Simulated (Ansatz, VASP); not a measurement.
**Two plane-wave programs on C**

```xyz
6
Lattice="-2.2819 2.2819 1.3646 2.2819 -2.2819 1.3646 2.2819 2.2819 -1.3646" Properties=species:S:1:pos:R:3 pbc="T T T"
C     0.0000    0.0000    1.3646
C     2.2819    0.0000    0.6823
C     1.1409    2.0545    1.0234
C    -1.1409    2.5093    1.0234
C     0.2274    1.1409    0.3411
C    -0.2274    3.4228    0.3411
```

Alike in both runs: task relaxation of cell and atoms; functional PBE; k mesh 8 × 8 × 8; occupations gaussian, width 0.1 eV; no spin polarisation.

|  | VASP | Ansatz |
| --- | --- | --- |
| version | VASP 6.6.1 | Ansatz 0.2.0 |
| potentials or method | VASP PAW PBE potentials, release 64 (C), cutoff 600 eV | scalar-relativistic, plane waves, PAW |
| valence electrons in the cell | 24 | 24 |

```csv
,VASP,Ansatz,Ansatz less VASP
"gap on the k mesh at the Fermi level, each at its own relaxed structure (eV)",1.41,1.41,+0.004
relaxed volume (Å³/atom),6.10,6.09,-0.012
relaxed cell length with the largest relative difference (Å),3.849,3.846,-0.0034
```

Noted on VASP's run: the volume moved by over 15 % at a fixed basis, so the end points are rough.
